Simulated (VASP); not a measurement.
# C (P6_3/mmc) in VASP: notebook

C is run at these levels: BLYP+D4, SVWN5, LDA; tasks: single point.

The COD entry that gives the cell may itself be a prediction, so a difference from it is no test against experiment.

All numbers are computed with VASP 6.6.1; they aren't measurements. Logs are shortened: lines on timing, memory, paths and dates and some standing lists are left out, and cuts for length are marked.

## (1) The cell of the first run

It takes space group P6_3/mmc (No. 194, hexagonal). The conventional cell has a = 2.505 Å, b = 2.505 Å, c = 8.182 Å, α = 90.00°, β = 90.00°, γ = 120.00°. C (site symmetry 3m) has 4 C at 1.53 Å within 2.0 Å. C (site symmetry 3m) has 4 C at 1.53 Å within 2.0 Å.

## (2) Single point, BLYP+D4

File INCAR:

```
SYSTEM = C
PREC = Accurate
ENCUT = 520
EDIFF = 1E-7
ISMEAR = -1
SIGMA = 0.05
LREAL = .FALSE.
LASPH = .TRUE.
NELM = 60
ALGO = Normal
ISIF = 2
LWAVE = .FALSE.
LCHARG = .FALSE.
GGA = B5
ALDAX = 1.0
AGGAX = 1.0
AGGAC = 1.0
ALDAC = 0.0
IVDW = 13
VDW_S6 = 1.0
VDW_S8 = 2.34076671
VDW_A1 = 0.44488865
VDW_A2 = 4.0933009
NBANDS = 26
```

File KPOINTS:

```
regular mesh
0
G
  12 12 4
  0 0 0
```

File POSCAR:

```
C
1.0
    2.5051726443      0.0000000000      0.0000000000
   -1.2525863222      2.1695431509      0.0000000000
    0.0000000000      0.0000000000      8.1818157839
C
8
Direct
    0.6666666667      0.3333333333      0.8437500000
    0.3333333333      0.6666666667      0.3437500000
    0.6666666667      0.3333333333      0.6562500000
    0.3333333333      0.6666666667      0.1562500000
    0.0000000000      0.0000000000      0.9062500000
    0.0000000000      0.0000000000      0.4062500000
    0.0000000000      0.0000000000      0.5937500000
    0.0000000000      0.0000000000      0.0937500000
```

Potentials or basis: VASP PAW PBE potentials, release 64 (C).

Command:

```console
> cat potpaw_PBE.64/C/POTCAR > POTCAR
> mpirun -np 1 vasp_std > vasp.out
```

OUTCAR:

```text
SYSTEM = C
   PREC = Accurate
   ENCUT = 520
   EDIFF = 1E-7
   ISMEAR = -1
   LREAL = .FALSE.
   LASPH = .TRUE.
   NELM = 60
   ISIF = 2
   GGA = B5
   IVDW = 13

 ion  position               nearest neighbor table
   1  0.667  0.333  0.844-   3 1.53   5 1.53   5 1.53   5 1.53
   2  0.333  0.667  0.344-   4 1.53   6 1.53   6 1.53   6 1.53
   3  0.667  0.333  0.656-   1 1.53   7 1.53   7 1.53   7 1.53
   4  0.333  0.667  0.156-   2 1.53   8 1.53   8 1.53   8 1.53
   5  0.000  0.000  0.906-   8 1.53   1 1.53   1 1.53   1 1.53
   6  0.000  0.000  0.406-   7 1.53   2 1.53   2 1.53   2 1.53
   7  0.000  0.000  0.594-   6 1.53   3 1.53   3 1.53   3 1.53
   8  0.000  0.000  0.094-   5 1.53   4 1.53   4 1.53   4 1.53

  LATTYP: Found a hexagonal cell.
 ALAT       =     2.5051726443
 C/A-ratio  =     3.2659688355

  Lattice vectors:

 A1 = (   2.5051726443,   0.0000000000,   0.0000000000)
 A2 = (  -1.2525863222,   2.1695431509,   0.0000000000)
 A3 = (   0.0000000000,   0.0000000000,   8.1818157839)

Analysis of symmetry for initial positions (statically):
=====================================================================
 Subroutine PRICEL returns:
 Original cell was already a primitive cell.

 Routine SETGRP: Setting up the symmetry group for a
 hexagonal supercell.

 Subroutine GETGRP returns: Found 24 space group operations
 (whereof 12 operations were pure point group operations)
 out of a pool of 24 trial point group operations.

The static configuration has the point symmetry D_3d.
 The point group associated with its full space group is D_6h.

Analysis of symmetry for dynamics (positions and initial velocities):
=====================================================================
 Subroutine PRICEL returns:
 Original cell was already a primitive cell.

 Routine SETGRP: Setting up the symmetry group for a
 hexagonal supercell.

 Subroutine GETGRP returns: Found 24 space group operations
 (whereof 12 operations were pure point group operations)
 out of a pool of 24 trial point group operations.

The dynamic configuration has the point symmetry D_3d.
 The point group associated with its full space group is D_6h.

 Subroutine INISYM returns: Found 24 space group operations
 (whereof 12 operations are pure point group operations),
 and found     1 'primitive' translations

----------------------------------------------------------------------------------------

                                     Primitive cell

  volume of cell :      44.4688

[... 108 lines left out ...]
   POTIM  = 0.5000    time-step for ionic-motion
   TEBEG  =    0.0;   TEEND  =   0.0 temperature during run
   PSTRESS=    0.0 pullay stress
   NELECT =      32.0000    total number of electrons
   NUPDOWN=      -1.0000    fix difference up-down
   EMIN   =  10.00;   EMAX   =-10.00  energy-range for DOS
   EFERMI =   0.00;   METHOD = LEGACY
   ISMEAR =    -1;   SIGMA  =   0.05  broadening in eV -4-tet -1-fermi 0-gaus
   EFERMI_NEDOS =   21; number of points for ismear=-14 and -15
   IALGO  =     38    algorithm
   IMIX   =      4    mixing-type and parameters
     AMIX     =   0.40;   BMIX     =  1.00
     AMIX_MAG =   1.60;   BMIX_MAG =  1.00
  volume/ion in A,a.u.               =       5.56        37.51
  Fermi-wavevector in a.u.,A,eV,Ry     =   1.467032  2.772289 29.282229  2.152183
  Thomas-Fermi vector in A             =   2.582698
   LORBIT       =      0    0 simple, 1 ext, 2 COOP (PROOUT), +10 PAW based schemes
   GGA     = B5    functional components
   LHFCALC =     F    Hartree Fock is set to
   AEXX    =    0.0000 exact exchange contribution
   IVDW    =    13    specifies the selected vdW correction
   LEPSILON=     F    determine dielectric tensor
   LRPA    =     F    only Hartree local field effects (RPA)
 non-spin polarized calculation
  energy-cutoff  :      520.00
  volume of cell :       44.47
 maximum number of plane-waves:      1216
 NGX is ok and might be reduce to    20
   NGX =  9   NGY =  9   NGZ = 31

 number of electron      31.9999997 magnetization

 Free energy of the ion-electron system (eV)
  ---------------------------------------------------
  ext. energy  EPLUGINS =         0.00000000
  ---------------------------------------------------
  free energy    TOTEN  =       -66.66144236 eV

  energy without entropy =      -66.66144236  energy(sigma->0) =      -66.66144236

 E-fermi :  11.3734     XC(G=0): -12.6409

 val. band max:       10.4438979114   @ k =   0.0000   0.0000   0.0000
 cond. band min:      15.2526275302   @ k =   0.4167  -0.0000   0.0000
 fundamental gap:      4.8087296188
 Fermi energy:        11.3734361996

 k-point     1 :       0.0000    0.0000    0.0000
  band No.  band energies     occupation
      1     -11.1649      2.00000
      2      -9.4606      2.00000
      3      -9.4109      2.00000
      4      -5.3216      2.00000
      5      -3.0348      2.00000
      6       3.7668      2.00000
[... 685 lines left out ...]
     25      21.1323      0.00000
     26      23.1771      0.00000

 [... further k-points ...]

------------------------ aborting loop because EDIFF is reached ----------------------------------------

  DFT-D4 for vdW energy calculation

  Edisp (eV):   -3.38238

  FORCE on cell =-STRESS in cart. coord.  units (eV):
  Direction    XX          YY          ZZ          XY          YZ          ZX
  --------------------------------------------------------------------------------------
  -------------------------------------------------------------------------------------
  Total       1.76682     1.76682     5.38221    -0.00000    -0.00000     0.00000
  in kB      63.65711    63.65711   193.91674    -0.00000    -0.00000     0.00000
  external pressure =      107.08 kB  Pullay stress =        0.00 kB

 VOLUME and BASIS-vectors are now :
 -----------------------------------------------------------------------------
  energy-cutoff  :      520.00
  volume of cell :       44.47
      direct lattice vectors                 reciprocal lattice vectors
     2.505172644  0.000000000  0.000000000     0.399174086  0.230463266  0.000000000
    -1.252586322  2.169543151  0.000000000     0.000000000  0.460926532  0.000000000
     0.000000000  0.000000000  8.181815784     0.000000000  0.000000000  0.122222258

 POSITION                                       TOTAL-FORCE (eV/Angst)
 -----------------------------------------------------------------------------------
      1.25259      0.72318      6.90341         0.000000      0.000000      0.321927
     -0.00000      1.44636      2.81250        -0.000000     -0.000000      0.321927
      1.25259      0.72318      5.36932         0.000000      0.000000     -0.321927
     -0.00000      1.44636      1.27841        -0.000000     -0.000000     -0.321927
      0.00000      0.00000      7.41477        -0.000000      0.000000      0.349203
      0.00000      0.00000      3.32386         0.000000      0.000000      0.349203
      0.00000      0.00000      4.85795        -0.000000      0.000000     -0.349203
      0.00000      0.00000      0.76705         0.000000      0.000000     -0.349203
 -----------------------------------------------------------------------------------
    total drift:                               -0.000000      0.000000      0.000000

  FREE ENERGIE OF THE ION-ELECTRON SYSTEM (eV)
  ---------------------------------------------------
  free  energy   TOTEN  =       -70.0438208928 eV

  energy  without entropy=      -70.0438208928  energy(sigma->0) =      -70.04382089
```

Run time: 60 s. Hardware: 1 thread of AMD EPYC 9R45 (Zen 5), shared host; peak memory 0.15 GiB.

Results:

```yaml
Free_energy: -70.0438 eV
Pressure: 10.7 GPa
Largest_force: 0.349 eV/Å
Band_gap_on_the_k_mesh: 4.81 eV, indirect (least direct gap 5.40 eV)
Dispersion_energy_per_atom: -0.423 eV
```

Forces on the atoms (eV/Å):
```
C    0.000  0.000  0.322
C    0.000  0.000  0.322
C    0.000  0.000 -0.322
C    0.000  0.000 -0.322
C    0.000  0.000  0.349
C    0.000  0.000  0.349
C    0.000  0.000 -0.349
C    0.000  0.000 -0.349
```

Levels at points of the mesh, in eV from the valence-band top:
| k point | band 14 | band 15 | band 16 | band 17 | band 18 | band 19 |
| --- | --- | --- | --- | --- | --- | --- |
| (0.00, 0.00, 0.00) | -0.22 | 0.00 | 0.00 | 5.40 | 5.40 | 5.92 |
| (0.50, 0.00, 0.00) | -4.53 | -3.69 | -2.93 | 4.87 | 6.02 | 6.23 |
| (0.00, 0.00, 0.50) | -0.67 | -0.67 | -0.67 | 6.19 | 6.19 | 6.19 |
| (0.50, 0.00, 0.50) | -4.68 | -3.65 | -3.65 | 5.23 | 5.23 | 7.49 |

Caveat: the PAW data sets were made with another functional, which shifts forces and pressure a little.

## (3) Single point, SVWN5

This run uses another cell than the first one, of 5.51 Å³/atom, 0.991 times its volume.

File INCAR:

```
PREC = Accurate
ENCUT = 520
EDIFF = 1E-7
ISMEAR = -1
SIGMA = 0.05
LREAL = F
LASPH = T
NELM = 100
ALGO = Normal
ISIF = 2
LWAVE = F
LCHARG = F
GGA = VW
NBANDS = 26
```

File KPOINTS:

```
regular mesh
0
Gamma
  12 12 4
```

File POSCAR:

```
C
1.0
    2.4892807220      0.0000000000      0.0000000000
   -1.2446403610      2.1557803424      0.0000000000
    0.0000000000      0.0000000000      8.2131280301
C
8
Direct
    0.6666666667      0.3333333333      0.8444560773
    0.3333333333      0.6666666667      0.3444560773
    0.6666666667      0.3333333333      0.6555439227
    0.3333333333      0.6666666667      0.1555439227
    0.0000000000      0.0000000000      0.9070657080
    0.0000000000      0.0000000000      0.4070657080
    0.0000000000      0.0000000000      0.5929342920
    0.0000000000      0.0000000000      0.0929342920
```

Potentials or basis: VASP PAW PBE potentials, release 64 (C).

Command:

```console
> cat potpaw_PBE.64/C/POTCAR > POTCAR
> mpirun -np 1 vasp_std > vasp.out
```

OUTCAR:

```text
PREC = Accurate
   ENCUT = 520
   EDIFF = 1E-7
   ISMEAR = -1
   LREAL = F
   LASPH = T
   NELM = 100
   ISIF = 2
   GGA = VW

 ion  position               nearest neighbor table
   1  0.667  0.333  0.844-   5 1.53   5 1.53   5 1.53   3 1.55
   2  0.333  0.667  0.344-   6 1.53   6 1.53   6 1.53   4 1.55
   3  0.667  0.333  0.656-   7 1.53   7 1.53   7 1.53   1 1.55
   4  0.333  0.667  0.156-   8 1.53   8 1.53   8 1.53   2 1.55
   5  0.000  0.000  0.907-   1 1.53   1 1.53   1 1.53   8 1.53
   6  0.000  0.000  0.407-   2 1.53   2 1.53   2 1.53   7 1.53
   7  0.000  0.000  0.593-   3 1.53   3 1.53   3 1.53   6 1.53
   8  0.000  0.000  0.093-   4 1.53   4 1.53   4 1.53   5 1.53

  LATTYP: Found a hexagonal cell.
 ALAT       =     2.4892807220
 C/A-ratio  =     3.2993980781

  Lattice vectors:

 A1 = (   2.4892807220,   0.0000000000,   0.0000000000)
 A2 = (  -1.2446403610,   2.1557803424,   0.0000000000)
 A3 = (   0.0000000000,   0.0000000000,   8.2131280301)

Analysis of symmetry for initial positions (statically):
=====================================================================
[... 187 lines left out ...]

 val. band max:       10.0454944459   @ k =   0.0000   0.0000   0.0000
 cond. band min:      14.6399166992   @ k =   0.4167  -0.0000   0.0000
 fundamental gap:      4.5944222533
 Fermi energy:        10.9522885067

 k-point     1 :       0.0000    0.0000    0.0000
  band No.  band energies     occupation
      1     -11.8242      2.00000
      2     -10.1507      2.00000
      3     -10.0435      2.00000
      4      -5.9267      2.00000
      5      -3.8024      2.00000
      6       3.0925      2.00000
[... 685 lines left out ...]
     25      20.6750      0.00000
     26      22.4928      0.00000

 [... further k-points ...]
[... 5 lines left out ...]
  --------------------------------------------------------------------------------------
  -------------------------------------------------------------------------------------
  Total        0.4905389      0.4905389      0.4675431      0.0000000     -0.0000000      0.0000000
  in kB       17.8318760     17.8318760     16.9959423      0.0000000     -0.0000000      0.0000000
  external PRESSURE =      17.5532314 kB  Pullay stress =       0.0000000 kB

 VOLUME and BASIS-vectors are now :
 -----------------------------------------------------------------------------
  energy-cutoff  :      520.00
  volume of cell :       44.07
      direct lattice vectors                 reciprocal lattice vectors
     2.489280722  0.000000000  0.000000000     0.401722470  0.231934576  0.000000000
    -1.244640361  2.155780342  0.000000000     0.000000000  0.463869152  0.000000000
     0.000000000  0.000000000  8.213128030     0.000000000  0.000000000  0.121756290

 POSITION                                       TOTAL-FORCE (eV/Angst)
 -----------------------------------------------------------------------------------
      1.24464      0.71859      6.93563        -0.000000      0.000000     -0.005465
     -0.00000      1.43719      2.82906         0.000000     -0.000000     -0.005465
      1.24464      0.71859      5.38407        -0.000000      0.000000      0.005465
     -0.00000      1.43719      1.27750         0.000000      0.000000      0.005465
      0.00000      0.00000      7.44985         0.000000     -0.000000     -0.000717
      0.00000      0.00000      3.34328        -0.000000      0.000000     -0.000717
      0.00000      0.00000      4.86985         0.000000     -0.000000      0.000717
      0.00000      0.00000      0.76328        -0.000000      0.000000      0.000717
 -----------------------------------------------------------------------------------
    total drift:                               -0.000000      0.000000      0.000000

  FREE ENERGIE OF THE ION-ELECTRON SYSTEM (eV)
  ---------------------------------------------------
  free  energy   TOTEN  =       -81.1500799838 eV

  energy  without entropy=      -81.1500799837  energy(sigma->0) =      -81.15007998
```

OSZICAR:

```text
N       E                     dE             d eps       ncg     rms          rms(c)
DAV:   1     0.576224031059E+02    0.57622E+02   -0.16632E+04  2964   0.120E+03
DAV:   2    -0.792919737063E+02   -0.13691E+03   -0.12859E+03  3936   0.232E+02
DAV:   3    -0.844462960972E+02   -0.51543E+01   -0.51145E+01  4016   0.396E+01
DAV:   4    -0.844913406391E+02   -0.45045E-01   -0.44991E-01  3772   0.410E+00
DAV:   5    -0.844920421636E+02   -0.70152E-03   -0.70098E-03  3984   0.476E-01    0.114E+01
DAV:   6    -0.820107127771E+02    0.24813E+01   -0.16737E+00  3386   0.685E+00    0.660E+00
DAV:   7    -0.811526575149E+02    0.85806E+00   -0.19676E+00  3560   0.756E+00    0.142E+00
DAV:   8    -0.811501081044E+02    0.25494E-02   -0.46463E-02  3802   0.120E+00    0.566E-02
DAV:   9    -0.811500705483E+02    0.37556E-04   -0.51359E-04  3878   0.148E-01    0.283E-02
DAV:  10    -0.811500802146E+02   -0.96663E-05   -0.35564E-05  3712   0.364E-02    0.939E-03
DAV:  11    -0.811500800054E+02    0.20918E-06   -0.22457E-06  3824   0.894E-03    0.282E-03
DAV:  12    -0.811500799838E+02    0.21613E-07   -0.25034E-07  3528   0.312E-03
   1 F= -.81150080E+02 E0= -.81150080E+02  d E =-.946522E-10
```

Run time: 35 s. Hardware: 1 thread of AMD EPYC 9R45 (Zen 5), shared host; peak memory 0.13 GiB.

What came out:

- Free energy: -81.1501 eV
- Pressure: 1.8 GPa
- Largest force: 0.005 eV/Å
- Band gap on the k mesh: 4.59 eV, indirect (least direct gap 5.33 eV)

Forces on the atoms (eV/Å):
```
C    0.000  0.000 -0.005
C    0.000  0.000 -0.005
C    0.000  0.000  0.005
C    0.000  0.000  0.005
C    0.000  0.000 -0.001
C    0.000  0.000 -0.001
C    0.000  0.000  0.001
C    0.000  0.000  0.001
```

Stress tensor (GPa, compression positive):
```
1.78 0.00 0.00
0.00 1.78 0.00
0.00 0.00 1.70
```

Levels at points of the mesh, in eV from the valence-band top:
```tsv
k point	band 13	band 14	band 15	band 16	band 17	band 18	band 19	band 20
(0.00, 0.00, 0.00)	-1.77	-0.24	0.00	0.00	5.33	5.33	5.50	7.17
(0.50, 0.00, 0.00)	-5.07	-4.78	-3.79	-3.04	4.65	5.65	6.04	6.05
(0.00, 0.00, 0.50)	-0.67	-0.67	-0.67	-0.67	6.11	6.11	6.11	6.11
(0.50, 0.00, 0.50)	-4.85	-4.85	-3.76	-3.76	4.99	4.99	6.99	6.99
```

Caveat: the PAW data sets were made with another functional, which shifts forces and pressure a little.

## (4) Single point, LDA

File INCAR:

```
PREC = Accurate
ENCUT = 520
EDIFF = 1E-7
ISMEAR = -1
SIGMA = 0.05
LREAL = False
LASPH = True
NELM = 60
ALGO = Normal
ISIF = 2
LWAVE = False
LCHARG = True
LELF = True
LVHAR = True
NBANDS = 26
```

File KPOINTS:

```
Automatic mesh
0
Gamma
  12 12 4
```

File POSCAR:

```
C
1.0
    2.5051726443      0.0000000000      0.0000000000
   -1.2525863222      2.1695431509      0.0000000000
    0.0000000000      0.0000000000      8.1818157839
C
8
Direct
    0.6666666667      0.3333333333      0.8437500000
    0.3333333333      0.6666666667      0.3437500000
    0.6666666667      0.3333333333      0.6562500000
    0.3333333333      0.6666666667      0.1562500000
    0.0000000000      0.0000000000      0.9062500000
    0.0000000000      0.0000000000      0.4062500000
    0.0000000000      0.0000000000      0.5937500000
    0.0000000000      0.0000000000      0.0937500000
```

Potentials or basis: VASP PAW LDA potentials, release 64 (C).

Command:

```console
> cat potpaw_LDA.64/C/POTCAR > POTCAR
> mpirun -np 1 vasp_std > vasp.out
```

It took 34 s on 1 thread of AMD EPYC 9R45 (Zen 5), shared host; peak memory 0.13 GiB.

The run converged. Its results:

```
Free energy            : -80.8875 eV
Pressure               : -2.1 GPa
Largest force          : 0.345 eV/Å
Band gap on the k mesh : 4.42 eV, indirect (least direct gap 5.18 eV)
```

Forces on the atoms (eV/Å):
```
C    0.000  0.000  0.337
C    0.000  0.000  0.337
C    0.000  0.000 -0.337
C    0.000  0.000 -0.337
C    0.000  0.000  0.345
C    0.000  0.000  0.345
C    0.000  0.000 -0.345
C    0.000  0.000 -0.345
```

Stress tensor (GPa, compression positive):
```
-6.53  0.00  0.00
 0.00 -6.53  0.00
 0.00  0.00  6.63
```

Levels at points of the mesh, in eV from the valence-band top:
```tsv
k point	band 14	band 15	band 16	band 17	band 18	band 19
(0.00, 0.00, 0.00)	-0.23	0.00	0.00	5.18	5.18	5.71
(0.50, 0.00, 0.00)	-4.60	-3.77	-2.97	4.46	5.65	5.85
(0.00, 0.00, 0.50)	-0.69	-0.69	-0.69	5.98	5.98	5.98
(0.50, 0.00, 0.50)	-4.79	-3.72	-3.72	4.82	4.82	7.07
```

A k mesh can miss the band edges. LDA gaps usually lie below the measured ones, often by a third to a half.

## (5) Overview

| level | potentials or basis | cell | gap on the mesh (eV) | pressure (GPa) | largest force (eV/Å) |
| --- | --- | --- | --- | --- | --- |
| BLYP+D4 | VASP PAW PBE potentials, release 64 (C) | a = 2.505, b = 2.505, c = 8.182 Å, angles 90.0, 90.0, 120.0°, 8 atoms | 4.81 | 10.7 | 0.35 |
| SVWN5 | VASP PAW PBE potentials, release 64 (C) | a = 2.489, b = 2.489, c = 8.213 Å, angles 90.0, 90.0, 120.0°, 8 atoms | 4.59 | 1.8 | 0.01 |
| LDA | VASP PAW LDA potentials, release 64 (C) | a = 2.505, b = 2.505, c = 8.182 Å, angles 90.0, 90.0, 120.0°, 8 atoms | 4.42 | -2.1 | 0.34 |

Alike in all rows: task single point; no spin polarisation; k mesh 12 × 12 × 4; cutoff (eV) 520; smearing fermi-dirac 0.05 eV.

Caveats: the PAW data sets were made with another functional, which shifts forces and pressure a little (some runs).

Total energies depend on the potentials used, so only differences within one code and one set of settings carry meaning.
